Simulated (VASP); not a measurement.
# CdTe (F-43m) in VASP: relaxation of cell and atoms with PBE

Aim: the relaxation of cell and atoms of CdTe with PBE.

All numbers are computed with VASP 6.6.1; they aren't measurements. Logs are shortened: lines on timing, memory, paths and dates and some standing lists are left out, and cuts for length are marked.

## 1. The cell of the first run

The structure is cubic, space group F-43m (No. 216). The conventional cell has a = 6.621 Å, b = 6.621 Å, c = 6.621 Å, α = 90.00°, β = 90.00°, γ = 90.00°. Cd (site symmetry -43m) has 4 Te at 2.87 Å within 3.8 Å. Within 3.8 Å of Te (site symmetry -43m) lie 4 Cd at 2.87 Å.

## 2. Relaxation of cell and atoms, PBE

Contents of INCAR:

```
PREC = Accurate ; ENCUT = 500
EDIFF = 1E-7 ; ISMEAR = 0
SIGMA = 0.02 ; LREAL = F
LASPH = T ; NELM = 120
ALGO = Normal ; ISIF = 3
LWAVE = F ; LCHARG = F
GGA = PE ; IBRION = 2
NSW = 100 ; EDIFFG = -0.002
GGA_COMPAT = F ; NELMIN = 4
```

Contents of KPOINTS:

```
Automatic mesh
0
Gamma
  8 8 8
```

Contents of POSCAR:

```
CdTe
1.0
    0.0000000000      3.3102779957      3.3102779957
    3.3102779957      0.0000000000      3.3102779957
    3.3102779957      3.3102779957      0.0000000000
Cd Te
1 1
Direct
    0.0000000000      0.0000000000      0.0000000000
    0.7500000000      0.7500000000      0.7500000000
```

Potentials or basis: VASP PAW PBE potentials, release 64 (Cd, Te).

The run is started by

```bash
$ cat potpaw_PBE.64/Cd/POTCAR potpaw_PBE.64/Te/POTCAR > POTCAR
$ mpirun -np 1 vasp_std > vasp.out
```

OUTCAR:

```text
PREC = Accurate
   ENCUT = 500
   EDIFF = 1E-7
   ISMEAR = 0
   LREAL = F
   LASPH = T
   NELM = 120
   ISIF = 3
   GGA = PE
   IBRION = 2
   NSW = 100
   EDIFFG = -0.002
   NELMIN = 4

 ion  position               nearest neighbor table
   1  0.000  0.000  0.000-   2 2.87   2 2.87   2 2.87   2 2.87
   2  0.750  0.750  0.750-   1 2.87   1 2.87   1 2.87   1 2.87

  LATTYP: Found a face centered cubic cell.
 ALAT       =     6.6205559914

  Lattice vectors:

 A1 = (   0.0000000000,   3.3102779957,   3.3102779957)
 A2 = (   3.3102779957,   0.0000000000,   3.3102779957)
 A3 = (   3.3102779957,   3.3102779957,   0.0000000000)

Analysis of symmetry for initial positions (statically):
=====================================================================
 Subroutine PRICEL returns:
 Original cell was already a primitive cell.

 Routine SETGRP: Setting up the symmetry group for a
 face centered cubic supercell.

 Subroutine GETGRP returns: Found 24 space group operations
 (whereof 24 operations were pure point group operations)
 out of a pool of 48 trial point group operations.

The static configuration has the point symmetry T_d .

Analysis of symmetry for dynamics (positions and initial velocities):
=====================================================================
 Subroutine PRICEL returns:
 Original cell was already a primitive cell.

 Routine SETGRP: Setting up the symmetry group for a
 face centered cubic supercell.

 Subroutine GETGRP returns: Found 24 space group operations
 (whereof 24 operations were pure point group operations)
 out of a pool of 48 trial point group operations.

The dynamic configuration has the point symmetry T_d .

 Subroutine INISYM returns: Found 24 space group operations
 (whereof 24 operations are pure point group operations),
 and found     1 'primitive' translations

----------------------------------------------------------------------------------------

                                     Primitive cell

  volume of cell :      72.5477

  direct lattice vectors                    reciprocal lattice vectors
     0.000000000  3.310277996  3.310277996    -0.151044716  0.151044716  0.151044716
     3.310277996  0.000000000  3.310277996     0.151044716 -0.151044716  0.151044716
     3.310277996  3.310277996  0.000000000     0.151044716  0.151044716 -0.151044716

  length of vectors
     4.681440037  4.681440037  4.681440037     0.261617122  0.261617122  0.261617122

  position of ions in fractional coordinates (direct lattice)
     0.000000000  0.000000000  0.000000000
     0.750000000  0.750000000  0.750000000

  ion indices of the primitive-cell ions
   primitive index   ion index
                 1           1
                 2           2

----------------------------------------------------------------------------------------

 KPOINTS: Automatic mesh

Automatic generation of k-mesh.
 Grid dimensions read from file:
 generate k-points for:    8    8    8

 Generating k-lattice:

  Cartesian coordinates                     Fractional coordinates (reciprocal lattice)
    -0.018880590  0.018880590  0.018880590     0.125000000  0.000000000  0.000000000
     0.018880590 -0.018880590  0.018880590     0.000000000  0.125000000  0.000000000
     0.018880590  0.018880590 -0.018880590     0.000000000  0.000000000  0.125000000

  Length of vectors
     0.032702140  0.032702140  0.032702140

  Shift w.r.t. Gamma in fractional coordinates (k-lattice)
     0.000000000  0.000000000  0.000000000

 Subroutine IBZKPT returns following result:
[... 53 lines left out ...]
   IBRION =      2    ionic relax: 0-MD 1-quasi-New 2-CG
   NFREE  =      1    steps in history (QN), initial steepest desc. (CG)
   ISIF   =      3    stress and relaxation
   ISYM   =      2    0-nonsym 1-usesym 2-fastsym
   POTIM  = 0.5000    time-step for ionic-motion
   TEBEG  =    0.0;   TEEND  =   0.0 temperature during run
   PSTRESS=    0.0 pullay stress
   NELECT =      18.0000    total number of electrons
   NUPDOWN=      -1.0000    fix difference up-down
   EMIN   =  10.00;   EMAX   =-10.00  energy-range for DOS
   EFERMI =   0.00;   METHOD = LEGACY
   ISMEAR =     0;   SIGMA  =   0.02  broadening in eV -4-tet -1-fermi 0-gaus
   EFERMI_NEDOS =   21; number of points for ismear=-14 and -15
   IALGO  =     38    algorithm
   IMIX   =      4    mixing-type and parameters
     AMIX     =   0.40;   BMIX     =  1.00
     AMIX_MAG =   1.60;   BMIX_MAG =  1.00
  volume/ion in A,a.u.               =      36.27       244.79
  Fermi-wavevector in a.u.,A,eV,Ry     =   1.028706  1.943972 14.398171  1.058236
  Thomas-Fermi vector in A             =   2.162716
   LORBIT       =      0    0 simple, 1 ext, 2 COOP (PROOUT), +10 PAW based schemes
   GGA     = PE    functional components
   LHFCALC =     F    Hartree Fock is set to
   AEXX    =    0.0000 exact exchange contribution
   IVDW    =     0    specifies the selected vdW correction
   LEPSILON=     F    determine dielectric tensor
   LRPA    =     F    only Hartree local field effects (RPA)
 conjugate gradient relaxation of ions
 non-spin polarized calculation
 Gauss-broadening in eV      SIGMA  =   0.02
  energy-cutoff  :      500.00
  volume of cell :       72.55
 maximum number of plane-waves:      1862
 NGX is ok and might be reduce to    36
   NGX = 17   NGY = 17   NGZ = 17

--------------------------------------- Ionic step        1  -------------------------------------------

 number of electron      18.0000006 magnetization

 Free energy of the ion-electron system (eV)
  ---------------------------------------------------
  ext. energy  EPLUGINS =         0.00000000
  ---------------------------------------------------
  free energy    TOTEN  =        -4.81207934 eV

  energy without entropy =       -4.81207934  energy(sigma->0) =       -4.81207934

------------------------ aborting loop because EDIFF is reached ----------------------------------------

  FORCE on cell =-STRESS in cart. coord.  units (eV):
  Direction    XX          YY          ZZ          XY          YZ          ZX
  --------------------------------------------------------------------------------------
  -------------------------------------------------------------------------------------
  Total        0.0297347      0.0297347      0.0297347      0.0000000     -0.0000000     -0.0000000
  in kB        0.6566748      0.6566748      0.6566748      0.0000000     -0.0000000     -0.0000000
  external PRESSURE =       0.6566748 kB  Pullay stress =       0.0000000 kB

 VOLUME and BASIS-vectors are now :
 -----------------------------------------------------------------------------
  energy-cutoff  :      500.00
  volume of cell :       72.55
      direct lattice vectors                 reciprocal lattice vectors
     0.000000000  3.310277996  3.310277996    -0.151044716  0.151044716  0.151044716
     3.310277996  0.000000000  3.310277996     0.151044716 -0.151044716  0.151044716
     3.310277996  3.310277996  0.000000000     0.151044716  0.151044716 -0.151044716

 POSITION                                       TOTAL-FORCE (eV/Angst)
 -----------------------------------------------------------------------------------
      0.00000      0.00000      0.00000        -0.000000     -0.000000     -0.000000
      4.96542      4.96542      4.96542         0.000000      0.000000      0.000000
 -----------------------------------------------------------------------------------
    total drift:                               -0.000000     -0.000000      0.000000

  FREE ENERGIE OF THE ION-ELECTRON SYSTEM (eV)
  ---------------------------------------------------
  free  energy   TOTEN  =        -4.8120793395 eV

  energy  without entropy=       -4.8120793395  energy(sigma->0) =       -4.81207934

--------------------------------------- Ionic step        2  -------------------------------------------

 number of electron      18.0000006 magnetization

 Free energy of the ion-electron system (eV)
  ---------------------------------------------------
  ext. energy  EPLUGINS =         0.00000000
  ---------------------------------------------------
  free energy    TOTEN  =        -4.81210544 eV

  energy without entropy =       -4.81210544  energy(sigma->0) =       -4.81210544

 E-fermi :   1.9149     XC(G=0):  -8.2949

 val. band max:        1.7706031639   @ k =   0.0000   0.0000   0.0000
 cond. band min:       2.3437895753   @ k =   0.0000   0.0000   0.0000
 fundamental gap:      0.5731864113
 Fermi energy:         1.9149252879

 k-point     1 :       0.0000    0.0000    0.0000
  band No.  band energies     occupation
      1      -9.0469      2.00000
      2      -6.3105      2.00000
      3      -6.3105      2.00000
      4      -6.3105      2.00000
      5      -6.0958      2.00000
      6      -6.0958      2.00000
      7       1.7706      2.00000
      8       1.7706      2.00000
      9       1.7706      2.00000
     10       2.3438      0.00000
     11       6.4111      0.00000
     12       6.4111      0.00000
     13       6.4111      0.00000
[... 354 lines left out ...]
  band No.  band energies     occupation
      1      -8.6589      2.00000
      2      -6.2373      2.00000
      3      -6.2276      2.00000
      4      -6.1076      2.00000
      5      -6.0908      2.00000
      6      -5.7143      2.00000
      7      -2.1372      2.00000
      8      -0.0770      2.00000
      9       0.6563      2.00000
     10       4.8566      0.00000
     11       6.4325      0.00000
     12       7.6476      0.00000
     13       8.7816      0.00000

 [... further k-points ...]
[... 5 lines left out ...]
  --------------------------------------------------------------------------------------
  -------------------------------------------------------------------------------------
  Total       -0.0039672     -0.0039672     -0.0039672      0.0000000      0.0000000      0.0000000
  in kB       -0.0874258     -0.0874258     -0.0874258      0.0000000      0.0000000      0.0000000
  external PRESSURE =      -0.0874258 kB  Pullay stress =       0.0000000 kB

 VOLUME and BASIS-vectors are now :
 -----------------------------------------------------------------------------
  energy-cutoff  :      500.00
  volume of cell :       72.70
      direct lattice vectors                 reciprocal lattice vectors
    -0.000000000  3.312652259  3.312652259    -0.150936458  0.150936458  0.150936458
     3.312652259 -0.000000000  3.312652259     0.150936458 -0.150936458  0.150936458
     3.312652259  3.312652259 -0.000000000     0.150936458  0.150936458 -0.150936458

 POSITION                                       TOTAL-FORCE (eV/Angst)
 -----------------------------------------------------------------------------------
      6.62530      3.31265      3.31265        -0.000000     -0.000000     -0.000000
      4.96898      4.96898      4.96898         0.000000      0.000000      0.000000
 -----------------------------------------------------------------------------------
    total drift:                               -0.000000     -0.000000      0.000000

  FREE ENERGIE OF THE ION-ELECTRON SYSTEM (eV)
  ---------------------------------------------------
  free  energy   TOTEN  =        -4.8121054365 eV

  energy  without entropy=       -4.8121054365  energy(sigma->0) =       -4.81210544

 reached required accuracy - stopping structural energy minimisation
```

It took 91 s on 1 thread of Intel Xeon 8259CL, shared host; peak memory 0.23 GiB.

What came out:

```yaml
Free_energy: -4.8121 eV
Relaxed_volume: 36.35 Å³/atom
Relaxed_cell: a = 4.685 Å, b = 4.685 Å, c = 4.685 Å, α = 60.00°, β = 60.00°, γ = 60.00°
Space_group_after_relaxing_to_0.1_Å: F-43m (No. 216)
Energy_gained_by_relaxing: 0.0 meV/atom
Ionic_steps: 2
Pressure_after_relaxing: 0.0 GPa
Band_gap_on_the_k_mesh: 0.57 eV
```

Final structure:
```xyz
2
Lattice="0.0000 3.3127 3.3127 3.3127 0.0000 3.3127 3.3127 3.3127 0.0000" Properties=species:S:1:pos:R:3 pbc="T T T"
Cd    6.6253    3.3127    3.3127
Te    4.9690    4.9690    4.9690
```

Levels at points of the mesh, in eV from the valence-band top:
```csv
k point,band 6,band 7,band 8,band 9,band 10,band 11,band 12,band 13
"(0.00, 0.00, 0.00)",-7.87,0.00,0.00,0.00,0.57,4.64,4.64,4.64
"(0.50, 0.00, 0.00)",-7.56,-4.06,-0.68,-0.68,1.75,5.21,5.21,7.00
"(0.50, 0.50, 0.00)",-7.45,-4.00,-1.65,-1.65,2.67,2.75,8.50,8.80
```

Caveat: spin-orbit coupling is left out, which moves the levels of the heavy elements.
